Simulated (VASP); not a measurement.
A run of VASP 6.6.1 is set up as follows.

Contents of POSCAR:

```
Cu
1.0
    0.0000000000      1.8075000000      1.8075000000
    1.8255750000      0.0000000000      1.8075000000
    1.8255750000      1.8075000000      0.0000000000
Cu
1
Direct
    0.0000000000      0.0000000000      0.0000000000
```

File INCAR.step1:

```
  PREC = Accurate
  ENCUT = 520
  ISMEAR = 0
  SIGMA = 0.15
  LREAL = F
  LASPH = T
  NELM = 100
  NBANDS = 12
  GGA = PE
  ALGO = Normal
  EDIFF = 1E-4
  LWAVE = T
  LCHARG = F
```

The input INCAR.step2:

```
  PREC = Accurate
  ENCUT = 520
  EDIFF = 1E-7
  ISMEAR = 0
  SIGMA = 0.15
  LREAL = F
  LASPH = T
  NELM = 100
  ALGO = Normal
  ISIF = 2
  LWAVE = F
  LCHARG = F
  METAGGA = R2SCAN
  LMIXTAU = T
  NBANDS = 12
  ISTART = 1
```

The input KPOINTS:

```
regular mesh
0
Gamma
  22 22 22
```

Potentials or basis: VASP PAW PBE potentials, release 64 (Cu).

Command:

```console
$ cat potpaw_PBE.64/Cu/POTCAR > POTCAR
$ cp INCAR.step1 INCAR
$ mpirun -np 1 vasp_std > vasp.out
$ cp INCAR.step2 INCAR
$ mpirun -np 1 vasp_std > vasp.out
```

**Question.** What does it give for the band gap on the k mesh?

**Answer.** Zero (an odd number of electrons rules out a gap without spin polarisation).

**Question.** What does it give for the pressure?

**Answer.** -5.6 GPa.

Stress tensor (GPa, compression positive):
```
-5.93  0.00  0.00
 0.00 -5.36  0.00
 0.00  0.00 -5.36
```

Caveat: the cell differs from its parent crystal (strain +0.0100 x Voigt [1, 0, 0, 0, 0, 0]); the cell stands under tension; the PAW data sets were made with another functional, which shifts forces and pressure a little.
